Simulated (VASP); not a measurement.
Wanted: the native input for a VASP 6.6.1 run.

| Quantity | Value |
| --- | --- |
| Task | single point |
| Functional | PBE |
| Dispersion | D3(BJ) |
| Potentials or basis | VASP PAW PBE potentials, release 64 (Sn_d, O_h) |
| Cutoff | 910 eV |
| k mesh | 6 × 6 × 1 |
| Occupations | gaussian, width 0.02 eV |
| Spin | no spin polarisation |
| Dipole correction | yes |
| Further INCAR settings | ALGO = Normal; EDIFF = 1e-06; NBANDS = 28; NELMDL = -8 |

The structure of SnO lies in POSCAR:

```
SnO
1.0
    3.8201629585      0.0000000000      0.0000000000
    0.0000000000      3.8201629585      0.0000000000
    0.0000000000      0.0000000000     30.6327603309
Sn O
2 2
Direct
    0.7500000000      0.2500000000      0.4614295035
    0.2500000000      0.7500000000      0.5385704965
    0.2500000000      0.2500000000      0.5000000000
    0.7500000000      0.7500000000      0.5000000000
```

This cell differs from its parent crystal: atoms taken out.

These files were run (other wordings do the same):

INCAR

```
SYSTEM = SnO
PREC = Accurate ; ENCUT = 910
EDIFF = 1E-6 ; ISMEAR = 0
SIGMA = 0.02 ; LREAL = .FALSE.
LASPH = .TRUE. ; NELM = 120
ALGO = Normal ; ISIF = 2
LWAVE = .FALSE. ; LCHARG = .TRUE.
LDIPOL = .TRUE. ; IDIPOL = 3
DIPOL = 0.5 0.5 0.500 ; GGA = PE
IVDW = 12 ; LELF = .TRUE.
LVHAR = .TRUE. ; LVACPOTAV = .TRUE.
NBANDS = 28 ; GGA_COMPAT = .FALSE.
NELMDL = -8
```

KPOINTS

```
regular mesh
0
G
  6 6 1
  0 0 0
```

Potentials or basis: VASP PAW PBE potentials, release 64 (Sn_d, O_h).

Launch:

```sh
$ cat potpaw_PBE.64/Sn_d/POTCAR potpaw_PBE.64/O_h/POTCAR > POTCAR
$ mpirun -np 1 vasp_std > vasp.out
```

It gave:

| Property | Result |
| --- | --- |
| Largest force | 0.089 eV/Å |
| Band gap on the k mesh | 3.09 eV (least direct gap 3.14 eV) |
| Dispersion energy per atom | -0.137 eV |

Caveat: the cell differs from its parent crystal (atoms taken out); spin-orbit coupling is left out, which moves the levels of the heavy elements.

Wall time 12 min on 1 thread of Intel(R) Xeon(R) Platinum 8375C CPU @ 2.90GHz (Ice Lake), on a shared host, peak memory 1.1 GiB.
